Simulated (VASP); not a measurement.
**SnGeTe3: single point with PBE**

The system is SnGeTe3.

```
CELL_PARAMETERS angstrom
5.46196 0.00000 0.00000
0.00000 5.46196 0.00000
0.00000 0.00000 5.46196
ATOMIC_POSITIONS crystal
Sn 0.00000 0.00000 0.00000
Ge 0.50000 0.50000 0.50000
Te 0.00000 0.50000 0.50000
Te 0.50000 0.00000 0.50000
Te 0.50000 0.50000 0.00000
```

| Item | Value |
| --- | --- |
| Program | VASP 6.6.1 |
| Task | single point |
| Functional | PBE |
| Potentials or basis | VASP PAW PBE potentials, release 64 (Sn_d, Ge_d, Te) |
| Cutoff | 500 eV |
| k mesh | 4 × 4 × 4 |
| Occupations | gaussian, width 0.1 eV |
| Spin | no spin polarisation |
| Dipole correction | no |
| Further INCAR settings | ALGO = Normal; EDIFF = 1e-06; NBANDS = 31 |

| Quantity | Value |
| --- | --- |
| Pressure | -0.2 GPa |
| Band gap on the k mesh | zero (band 23 reaches 5.93 eV, above the bottom of band 24 at 4.44 eV) |

Levels at points of the mesh, in eV from the Fermi level:
```csv
k point,band 21,band 22,band 23,band 24,band 25,band 26
"(0.00, 0.00, 0.00)",-1.19,-0.68,-0.68,-0.68,2.62,2.62
"(0.50, 0.00, 0.00)",-1.26,-0.56,-0.56,-0.20,1.18,1.65
"(0.50, 0.50, 0.00)",-1.57,-0.57,0.30,0.77,0.83,0.83
"(0.50, 0.50, 0.50)",0.81,0.81,0.81,1.17,1.17,1.17
```

Run time: 30 s on 1 thread of AMD EPYC 9R45 96-Core Processor (Zen 5), on a shared host, peak memory 0.23 GiB.

Caveat: spin-orbit coupling is left out, which moves the levels of the heavy elements.
